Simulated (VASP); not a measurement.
# Pb (P6_3/mmc) in VASP: settings compared

The runs below take Pb through single point, with PBEsol-based screened hybrid with 25 % exact exchange, PBEsol-based global hybrid with 25 % exact exchange, PBE0, HSE06.

All numbers are computed with VASP 6.6.1; they aren't measurements. Logs are shortened: lines on timing, memory, paths and dates and some standing lists are left out, and cuts for length are marked.

## Step 1: The cell of the first run

Symmetry: P6_3/mmc, No. 194, hexagonal system. The conventional cell has a = 3.528 Å, b = 3.528 Å, c = 5.555 Å, α = 90.00°, β = 90.00°, γ = 120.00°. Pb (site symmetry -6m2) has 12 Pb at 3.44 to 3.53 Å within 4.5 Å.

This isn't the form of Pb at room conditions, which is fcc.

## Step 2: Single point, PBEsol-based screened hybrid with 25 % exact exchange

Input file POSCAR:

```
Pb
1.0
    3.5277114144      0.0000000000      0.0000000000
   -1.7638557072      3.0550877021      0.0000000000
    0.0000000000      0.0000000000      5.5546038778
Pb
2
Direct
    0.6666666667      0.3333333333      0.7500000000
    0.3333333333      0.6666666667      0.2500000000
```

Input file INCAR.step1:

```
SYSTEM = Pb
PREC = Accurate
ENCUT = 520
EDIFF = 1E-5
ISMEAR = -1
SIGMA = 0.05
LREAL = .FALSE.
LASPH = .TRUE.
NELM = 80
ALGO = Normal
ISIF = 2
LWAVE = .TRUE.
GGA = PE
NBANDS = 21
```

Input file INCAR.step2:

```
SYSTEM = Pb
PREC = Accurate
ENCUT = 520
EDIFF = 1E-7
ISMEAR = -1
SIGMA = 0.05
LREAL = .FALSE.
LASPH = .TRUE.
NELM = 80
ALGO = Normal
ISIF = 2
LWAVE = .FALSE.
LCHARG = .TRUE.
GGA = PS
LHFCALC = .TRUE.
AEXX = 0.25
HFSCREEN = 0.207
PRECFOCK = Normal
LELF = .TRUE.
LVHAR = .TRUE.
ISTART = 1
NBANDS = 21
```

Input file KPOINTS:

```
Automatic mesh
0
G
  5 5 3
  0 0 0
```

Potentials or basis: VASP PAW PBE potentials, release 64 (Pb_d).

Command:

```
> cat potpaw_PBE.64/Pb_d/POTCAR > POTCAR
> cp INCAR.step1 INCAR
> mpirun -np 1 vasp_std > vasp.out
> cp INCAR.step2 INCAR
> mpirun -np 1 vasp_std > vasp.out
```

OUTCAR:

```text
SYSTEM = Pb
   PREC = Accurate
   ENCUT = 520
   EDIFF = 1E-7
   ISMEAR = -1
   LREAL = .FALSE.
   LASPH = .TRUE.
   NELM = 80
   ISIF = 2
   GGA = PS
   LHFCALC = .TRUE.
   AEXX = 0.25
   HFSCREEN = 0.207
   PRECFOCK = Normal
   ISTART = 1

 ion  position               nearest neighbor table
   1  0.667  0.333  0.750-   2 3.44   2 3.44   2 3.44   2 3.44   2 3.44   2 3.44
   2  0.333  0.667  0.250-   1 3.44   1 3.44   1 3.44   1 3.44   1 3.44   1 3.44

  LATTYP: Found a hexagonal cell.
 ALAT       =     3.5277114144
 C/A-ratio  =     1.5745630028

  Lattice vectors:

 A1 = (   3.5277114144,   0.0000000000,   0.0000000000)
 A2 = (  -1.7638557072,   3.0550877021,   0.0000000000)
 A3 = (   0.0000000000,   0.0000000000,   5.5546038778)

Analysis of symmetry for initial positions (statically):
=====================================================================
 Subroutine PRICEL returns:
 Original cell was already a primitive cell.

 Routine SETGRP: Setting up the symmetry group for a
 hexagonal supercell.

 Subroutine GETGRP returns: Found 24 space group operations
 (whereof 12 operations were pure point group operations)
 out of a pool of 24 trial point group operations.

The static configuration has the point symmetry D_3d.
 The point group associated with its full space group is D_6h.

Analysis of symmetry for dynamics (positions and initial velocities):
=====================================================================
 Subroutine PRICEL returns:
 Original cell was already a primitive cell.

 Routine SETGRP: Setting up the symmetry group for a
 hexagonal supercell.

 Subroutine GETGRP returns: Found 24 space group operations
 (whereof 12 operations were pure point group operations)
 out of a pool of 24 trial point group operations.

The dynamic configuration has the point symmetry D_3d.
 The point group associated with its full space group is D_6h.

 Subroutine INISYM returns: Found 24 space group operations
 (whereof 12 operations are pure point group operations),
 and found     1 'primitive' translations

----------------------------------------------------------------------------------------

                                     Primitive cell

  volume of cell :      59.8646

  direct lattice vectors                    reciprocal lattice vectors
     3.527711414  0.000000000  0.000000000     0.283469899  0.163661423  0.000000000
    -1.763855707  3.055087702  0.000000000     0.000000000  0.327322846  0.000000000
     0.000000000  0.000000000  5.554603878     0.000000000  0.000000000  0.180030840

  length of vectors
     3.527711414  3.527711414  5.554603878     0.327322846  0.327322846  0.180030840

  position of ions in fractional coordinates (direct lattice)
     0.666666667  0.333333333  0.750000000
     0.333333333  0.666666667  0.250000000

  ion indices of the primitive-cell ions
   primitive index   ion index
                 1           1
                 2           2

----------------------------------------------------------------------------------------

 KPOINTS: Automatic mesh

Automatic generation of k-mesh.
 Grid dimensions read from file:
 generate k-points for:    5    5    3

 Generating k-lattice:

  Cartesian coordinates                     Fractional coordinates (reciprocal lattice)
     0.056693980  0.032732285  0.000000000     0.200000000 -0.000000000  0.000000000
     0.000000000  0.065464569  0.000000000     0.000000000  0.200000000  0.000000000
     0.000000000  0.000000000  0.060010280     0.000000000  0.000000000  0.333333333

  Length of vectors
     0.065464569  0.065464569  0.060010280

  Shift w.r.t. Gamma in fractional coordinates (k-lattice)
     0.000000000  0.000000000  0.000000000

 Subroutine IBZKPT returns following result:
 ===========================================

 Found     10 irreducible k-points:

 Following reciprocal coordinates:
            Coordinates               Weight
  0.000000  0.000000  0.000000      1.000000
  0.200000  0.000000  0.000000      6.000000
  0.400000 -0.000000  0.000000      6.000000
  0.200000  0.200000  0.000000      6.000000
  0.400000  0.200000  0.000000      6.000000
  0.000000  0.000000  0.333333      2.000000
  0.200000  0.000000  0.333333     12.000000
  0.400000 -0.000000  0.333333     12.000000
  0.200000  0.200000  0.333333     12.000000
  0.400000  0.200000  0.333333     12.000000
   k-points           NKPTS =     10   k-points in BZ     NKDIM =     75   number of bands    NBANDS=     21
   number of dos      NEDOS =    301   number of ions     NIONS =      2
   total plane-waves  NPLWV =  32928
   dimension x,y,z NGX =    28 NGY =   28 NGZ =   42
   dimension x,y,z NGXF=    56 NGYF=   56 NGZF=   84
   ions per type =               2
   NGX,Y,Z   is equivalent  to a cutoff of  13.20, 13.20, 12.57 a.u.
   NGXF,Y,Z  is equivalent  to a cutoff of  26.39, 26.39, 25.14 a.u.
 SYSTEM =  Pb
   PREC   = accura    normal or accurate (medium, high low for compatibility)
[... 25 lines left out ...]
   IALGO  =     38    algorithm
   IMIX   =      1    mixing-type and parameters
     AMIX     =   0.40;   BMIX     =  1.00
     AMIX_MAG =   1.60;   BMIX_MAG =  1.00
  volume/ion in A,a.u.               =      29.93       201.99
  Fermi-wavevector in a.u.,A,eV,Ry     =   1.270782  2.401429 21.971854  1.614886
  Thomas-Fermi vector in A             =   2.403750
   LORBIT       =      0    0 simple, 1 ext, 2 COOP (PROOUT), +10 PAW based schemes
   GGA     = PS    functional components
   LHFCALC =     T    Hartree Fock is set to
   PRECFOCK=normal    Normal, Fast or Accurate (Low or Medium for compatibility)
   ENCUT4O =  -1.0   cutoff for four orbital integrals eV
   NKREDX  =     1    reduce k-point grid by
   NKREDY  =     1    reduce k-point grid by
   NKREDZ  =     1    reduce k-point grid by
   AEXX    =    0.2500 exact exchange contribution
   HFSCREEN=    0.2070 screening length (either q_TF or 0.3 A-1)
   HFSCREENC=   0.2070 screening length for correlation (either q_TF or 0.3 A-1)
   ENCUTFOCK=  -1.0 apply spherical cutoff to Coloumb kernel
   IVDW    =     0    specifies the selected vdW correction
   LEPSILON=     F    determine dielectric tensor
   LRPA    =     F    only Hartree local field effects (RPA)
 non-spin polarized calculation
  energy-cutoff  :      520.00
  volume of cell :       59.86
 maximum number of plane-waves:      1641
 NGX is ok and might be reduce to    28
  NGX = 20; NGY = 20; NGZ = 32

 number of electron      27.9999998 magnetization

 Free energy of the ion-electron system (eV)
  ---------------------------------------------------
  ext. energy  EPLUGINS =         0.00000000
  ---------------------------------------------------
  free energy    TOTEN  =        -8.77738428 eV

  energy without entropy =       -8.76978077  energy(sigma->0) =       -8.77358253

 E-fermi :   6.8498     XC(G=0):  -8.5917

 val. band max:        6.4813497117   @ k =   0.2000   0.2000   0.3333
 cond. band min:       6.8628650671   @ k =   0.4000   0.2000   0.0000
 fundamental gap:      0.3815153554
 Fermi energy:         6.8497951914

 k-point     1 :       0.0000    0.0000    0.0000
  band No.  band energies     occupation
      1     -11.7748      2.00000
      2     -11.7125      2.00000
      3     -11.7019      2.00000
      4     -11.7019      2.00000
      5     -11.6757      2.00000
      6     -11.6757      2.00000
[... 13 lines left out ...]
     20      16.7263      0.00000
     21      19.4742      0.00000

 k-point     2 :       0.2000    0.0000    0.0000
  band No.  band energies     occupation
      1     -11.7987      2.00000
      2     -11.7128      2.00000
      3     -11.6997      2.00000
      4     -11.6917      2.00000
      5     -11.6682      2.00000
      6     -11.6186      2.00000
[... 13 lines left out ...]
     20      17.7353      0.00000
     21      18.6863      0.00000

 k-point     3 :       0.4000   -0.0000    0.0000
  band No.  band energies     occupation
      1     -11.8760      2.00000
      2     -11.7836      2.00000
      3     -11.7397      2.00000
      4     -11.7205      2.00000
      5     -11.6047      2.00000
      6     -11.5768      2.00000
[... 13 lines left out ...]
     20      16.2765      0.00000
     21      18.1799      0.00000
[... 121 lines left out ...]
 k-point     9 :       0.2000    0.2000    0.3333
  band No.  band energies     occupation
      1     -11.7902      2.00000
      2     -11.7690      2.00000
      3     -11.7202      2.00000
      4     -11.6769      2.00000
      5     -11.6493      2.00000
      6     -11.5831      2.00000
[... 13 lines left out ...]
     20      17.0859      0.00000
     21      18.3141      0.00000

 k-point    10 :       0.4000    0.2000    0.3333
  band No.  band energies     occupation
      1     -11.8000      2.00000
      2     -11.7806      2.00000
      3     -11.7167      2.00000
      4     -11.6907      2.00000
      5     -11.6596      2.00000
      6     -11.5346      2.00000
[... 13 lines left out ...]
     20      17.9395      0.00000
     21      18.1274      0.00000

------------------------ aborting loop because EDIFF is reached ----------------------------------------

  FORCE on cell =-STRESS in cart. coord.  units (eV):
  Direction    XX          YY          ZZ          XY          YZ          ZX
  --------------------------------------------------------------------------------------
  -------------------------------------------------------------------------------------
  Total       -0.0024976     -0.0024976      0.0031475      0.0000000      0.0000000      0.0000000
  in kB       -0.0668451     -0.0668451      0.0842376      0.0000000      0.0000000      0.0000000
  external PRESSURE =      -0.0164842 kB  Pullay stress =       0.0000000 kB

 VOLUME and BASIS-vectors are now :
 -----------------------------------------------------------------------------
  energy-cutoff  :      520.00
  volume of cell :       59.86
      direct lattice vectors                 reciprocal lattice vectors
     3.527711414  0.000000000  0.000000000     0.283469899  0.163661423  0.000000000
    -1.763855707  3.055087702  0.000000000     0.000000000  0.327322846  0.000000000
     0.000000000  0.000000000  5.554603878     0.000000000  0.000000000  0.180030840

 POSITION                                       TOTAL-FORCE (eV/Angst)
 -----------------------------------------------------------------------------------
      1.76386      1.01836      4.16595         0.000000     -0.000000      0.000000
     -0.00000      2.03673      1.38865        -0.000000      0.000000     -0.000000
 -----------------------------------------------------------------------------------
    total drift:                                0.000000      0.000000      0.000000

  FREE ENERGIE OF THE ION-ELECTRON SYSTEM (eV)
  ---------------------------------------------------
  free  energy   TOTEN  =        -8.7773842812 eV

  energy  without entropy=       -8.7697807688  energy(sigma->0) =       -8.77358253
```

It took 16 min on 1 thread of Intel Xeon 6975P-C (Granite Rapids), shared host; peak memory 0.28 GiB.

Results:

* Free energy: -8.7774 eV
* Pressure: 0.0 GPa
* Band gap on the k mesh: zero (bands 14 and 15 overlap by 6.64 eV)

Levels at points of the mesh, in eV from the Fermi level:
```tsv
k point	band 10	band 11	band 12	band 13	band 14	band 15	band 16	band 17	band 18	band 19
(0.00, 0.00, 0.00)	-18.30	-12.84	-8.24	-4.41	6.17	6.17	8.21	8.21	9.40	9.46
```

Caveat: the k points lie up to 0.41 Å⁻¹ apart, too coarse for converged energies and pressures of a metal; the PAW data sets were made with another functional, which shifts forces and pressure a little; spin-orbit coupling is left out, which moves the levels of the heavy elements.

## Step 3: Single point, PBEsol-based global hybrid with 25 % exact exchange

This run uses another cell than the first one, of 30.00 Å³/atom.

Input file POSCAR:

```
Pb
1.0
    3.5082109305      0.0000000000      0.0000000000
   -1.7541054652      3.0381997876      0.0000000000
    0.0000000000      0.0000000000      5.6283008419
Pb
2
Direct
    0.6666666667      0.3333333333      0.7500000000
    0.3333333333      0.6666666667      0.2500000000
```

Input file INCAR.step1:

```
SYSTEM = Pb
PREC     = Accurate       ! precision mode
ENCUT    = 520            ! plane-wave cutoff, eV
EDIFF    = 1E-5           ! SCF threshold, eV
ISMEAR   = -1             ! smearing method
SIGMA    = 0.05           ! smearing width, eV
LREAL    = .FALSE.        ! projectors in reciprocal space
LASPH    = .TRUE.         ! aspherical terms in the spheres
NELM     = 80             ! most SCF steps
ALGO     = Normal         ! electronic algorithm
ISIF     = 2              ! what is computed and relaxed
LWAVE    = .TRUE.         ! write WAVECAR
LCHARG   = .FALSE.        ! write CHGCAR
NBANDS   = 21             ! bands
GGA      = PE             ! functional
```

Input file INCAR.step2:

```
SYSTEM = Pb
PREC     = Accurate       ! precision mode
ENCUT    = 520            ! plane-wave cutoff, eV
EDIFF    = 1E-7           ! SCF threshold, eV
ISMEAR   = -1             ! smearing method
SIGMA    = 0.05           ! smearing width, eV
LREAL    = .FALSE.        ! projectors in reciprocal space
LASPH    = .TRUE.         ! aspherical terms in the spheres
NELM     = 80             ! most SCF steps
ALGO     = Normal         ! electronic algorithm
ISIF     = 2              ! what is computed and relaxed
LWAVE    = .FALSE.        ! write WAVECAR
LCHARG   = .FALSE.        ! write CHGCAR
GGA      = PS             ! functional
LHFCALC  = .TRUE.         ! exact exchange
AEXX     = 0.25           ! exact-exchange fraction
PRECFOCK = Normal       
NBANDS   = 21             ! bands
ISTART   = 1
```

Input file KPOINTS:

```
regular mesh
0
G
  5 5 3
  0 0 0
```

Potentials or basis: VASP PAW PBE potentials, release 64 (Pb_d).

Command:

```
> cat potpaw_PBE.64/Pb_d/POTCAR > POTCAR
> cp INCAR.step1 INCAR
> mpirun -np 1 vasp_std > vasp.out
> cp INCAR.step2 INCAR
> mpirun -np 1 vasp_std > vasp.out
```

Run time: 33 min. Hardware: 1 thread of Intel Xeon Platinum 8259CL at 2.50GHz (Skylake/Cascade Lake), shared host; peak memory 0.19 GiB.

It converged, with:

| Quantity | Value |
| --- | --- |
| Free energy | -9.7657 eV |
| Pressure | -0.2 GPa |
| Band gap on the k mesh | zero (bands 14 and 15 overlap by 7.45 eV) |

Levels at points of the mesh, in eV from the Fermi level:
| k point | band 12 | band 13 | band 14 | band 15 | band 16 | band 17 |
| --- | --- | --- | --- | --- | --- | --- |
| (0.00, 0.00, 0.00) | -8.82 | -4.87 | 6.81 | 6.81 | 8.79 | 8.79 |

Caveat: the k points lie up to 0.41 Å⁻¹ apart, too coarse for converged energies and pressures of a metal; the PAW data sets were made with another functional, which shifts forces and pressure a little; spin-orbit coupling is left out, which moves the levels of the heavy elements.

## Step 4: Single point, PBE0

This run uses another cell than the first one, of 31.07 Å³/atom.

Input file POSCAR:

```
Pb
1.0
    3.5779011378      0.0000000000      0.0000000000
   -1.7889505689      3.0985532776      0.0000000000
    0.0000000000      0.0000000000      5.6046164633
Pb
2
Direct
    0.6666666667      0.3333333333      0.7500000000
    0.3333333333      0.6666666667      0.2500000000
```

Input file INCAR.step1:

```
SYSTEM = Pb
PREC = Accurate
ENCUT = 520
EDIFF = 1E-5
ISMEAR = -1
SIGMA = 0.05
LREAL = .False.
LASPH = .True.
NELM = 60
ALGO = Normal
ISIF = 2
LWAVE = .True.
NBANDS = 21
GGA = PE
```

Input file INCAR.step2:

```
SYSTEM = Pb
PREC = Accurate
ENCUT = 520
EDIFF = 1E-6
ISMEAR = -1
SIGMA = 0.05
LREAL = .False.
LASPH = .True.
NELM = 60
ALGO = Normal
ISIF = 2
LWAVE = .False.
LCHARG = .True.
GGA = PE
LHFCALC = .True.
AEXX = 0.25
PRECFOCK = Normal
LELF = .True.
LVHAR = .True.
NBANDS = 21
ISTART = 1
```

Input file KPOINTS:

```
regular mesh
0
Gamma
  5 5 3
  0 0 0
```

Command:

```
> cat potpaw_PBE.64/Pb_d/POTCAR > POTCAR
> cp INCAR.step1 INCAR
> mpirun -np 1 vasp_std > vasp.out
> cp INCAR.step2 INCAR
> mpirun -np 1 vasp_std > vasp.out
```

Wall time 25 min (1 thread of Intel Xeon Platinum 8259CL at 2.50GHz (Skylake/Cascade Lake), shared host); peak memory 0.19 GiB.

It converged, with:

* Free energy: -9.1570 eV
* Pressure: -0.2 GPa
* Band gap on the k mesh: zero (bands 14 and 15 overlap by 7.04 eV)

Levels at points of the mesh, in eV from the Fermi level:
```csv
k point,band 11,band 12,band 13,band 14,band 15,band 16,band 17,band 18
"(0.00, 0.00, 0.00)",-13.00,-8.58,-4.65,6.30,6.30,8.29,8.29,9.45
```

Caveat: the k points lie up to 0.41 Å⁻¹ apart, too coarse for converged energies and pressures of a metal; the PAW data sets were made with another functional, which shifts forces and pressure a little; spin-orbit coupling is left out, which moves the levels of the heavy elements.

## Step 5: Single point, HSE06

This run uses another cell than the first one, of 31.22 Å³/atom.

Input file POSCAR:

```
Pb
1.0
    3.5676360164      0.0000000000      0.0000000000
   -1.7838180082      3.0896634216      0.0000000000
    0.0000000000      0.0000000000      5.6651919495
Pb
2
Direct
    0.6666666667      0.3333333333      0.7500000000
    0.3333333333      0.6666666667      0.2500000000
```

Input file INCAR.step1:

```
SYSTEM = Pb
PREC = Accurate ; ENCUT = 520
EDIFF = 1E-5 ; ISMEAR = -1
SIGMA = 0.05 ; LREAL = .False.
LASPH = .True. ; NELM = 60
ALGO = Normal ; ISIF = 2
LWAVE = .True. ; LCHARG = .False.
GGA = PE ; NBANDS = 21
```

Input file INCAR.step2:

```
SYSTEM = Pb
PREC = Accurate ; ENCUT = 520
EDIFF = 1E-7 ; ISMEAR = -1
SIGMA = 0.05 ; LREAL = .False.
LASPH = .True. ; NELM = 60
ALGO = Normal ; ISIF = 2
LWAVE = .False. ; LCHARG = .False.
GGA = PE ; LHFCALC = .True.
HFSCREEN = 0.2079 ; PRECFOCK = Normal
ISTART = 1 ; NBANDS = 21
```

Input file KPOINTS:

```
Automatic mesh
0
Gamma
  5 5 3
  0 0 0
```

Command:

```
> cat potpaw_PBE.64/Pb_d/POTCAR > POTCAR
> cp INCAR.step1 INCAR
> mpirun -np 1 vasp_std > vasp.out
> cp INCAR.step2 INCAR
> mpirun -np 1 vasp_std > vasp.out
```

Run time: 73 min. Hardware: 1 thread of AMD EPYC 7R43 (Zen 3), shared host; peak memory 0.25 GiB.

Results (log left out):

```yaml
Free_energy: -8.1611 eV
Pressure: 0.0 GPa
Band_gap_on_the_k_mesh: zero (bands 14 and 15 overlap by 6.43 eV)
```

Levels at points of the mesh, in eV from the Fermi level:
```tsv
k point	band 10	band 11	band 12	band 13	band 14	band 15	band 16	band 17	band 18	band 19
(0.00, 0.00, 0.00)	-18.36	-12.51	-8.28	-4.21	6.05	6.05	7.97	7.97	8.93	9.22
```

Caveat: the k points lie up to 0.41 Å⁻¹ apart, too coarse for converged energies and pressures of a metal; the PAW data sets were made with another functional, which shifts forces and pressure a little; spin-orbit coupling is left out, which moves the levels of the heavy elements.

## Step 6: Overview

| level | cell | screening parameter | gap on the mesh (eV) | pressure (GPa) |
| --- | --- | --- | --- | --- |
| PBEsol-based screened hybrid with 25 % exact exchange | a = 3.528, b = 3.528, c = 5.555 Å, angles 90.0, 90.0, 120.0°, 2 atoms | 0.207 1/Å | none | 0.0 |
| PBEsol-based global hybrid with 25 % exact exchange | a = 3.508, b = 3.508, c = 5.628 Å, angles 90.0, 90.0, 120.0°, 2 atoms | - | none | -0.2 |
| PBE0 | a = 3.578, b = 3.578, c = 5.605 Å, angles 90.0, 90.0, 120.0°, 2 atoms | - | none | -0.2 |
| HSE06 | a = 3.568, b = 3.568, c = 5.665 Å, angles 90.0, 90.0, 120.0°, 2 atoms | 0.2079 1/Å | none | 0.0 |

Alike in all rows: task single point; potentials or basis VASP PAW PBE potentials, release 64 (Pb_d); no spin polarisation; k mesh 5 × 5 × 3; cutoff (eV) 520; smearing fermi-dirac 0.05 eV.

Caveats: all runs use coarse meshes; the PAW data sets were made with another functional, which shifts forces and pressure a little; spin-orbit coupling is left out, which moves the levels of the heavy elements.

Absolute energies hang on the potentials; compare differences alone.
